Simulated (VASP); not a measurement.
# ZrO2: single point with r2SCAN

ZrO2:

```xyz
3
Lattice="0.0000 2.4700 2.4700 2.4700 0.0000 2.4700 2.4700 2.4700 0.0000" Properties=species:S:1:pos:R:3 pbc="T T T"
Zr    0.0000    0.0000    0.0000
O     1.2350    1.2350    1.2350
O     3.7050    3.7050    3.7050
```

| Quantity | Value |
| --- | --- |
| Program | VASP 6.6.1 |
| Task | single point |
| Functional | r2SCAN |
| Potentials or basis | VASP PAW PBE potentials, release 64 (Zr_sv, O) |
| Cutoff | 660 eV |
| k mesh | 6 × 6 × 6 |
| Occupations | gaussian, width 0.01 eV |
| Spin | no spin polarisation |
| Dipole correction | no |
| Further INCAR settings | ALGO = Normal; EDIFF = 1e-06; NBANDS = 19 |

```
Pressure               : 27.8 GPa
Band gap on the k mesh : 4.14 eV (least direct gap 4.63 eV)
```

Levels at points of the mesh, in eV from the valence-band top:
```
           k point  band 8  band 9  band 10  band 11  band 12  band 13  band 14  band 15  band 16  band 17
(0.00, 0.00, 0.00)   -5.87   -5.87    -0.58    -0.58    -0.58     4.14     4.14     7.88    11.15    11.15
(0.50, 0.00, 0.00)   -4.73   -2.75    -2.58    -1.74    -1.74     4.87     4.87     7.51     9.89    10.07
(0.50, 0.50, 0.00)   -3.36   -3.36    -1.66    -1.66     0.00     4.63     5.77     7.27     8.66     8.66
```

It took 63 s on 1 thread of Intel(R) Xeon(R) Platinum 8259CL CPU @ 2.50GHz (Skylake/Cascade Lake), with other jobs on the host, peak memory 0.17 GiB.

Caveat: the cell stands under pressure; the PAW data sets were made with another functional, which shifts forces and pressure a little. r2SCAN opens gaps a little over a GGA but as a rule still falls short of measured ones.
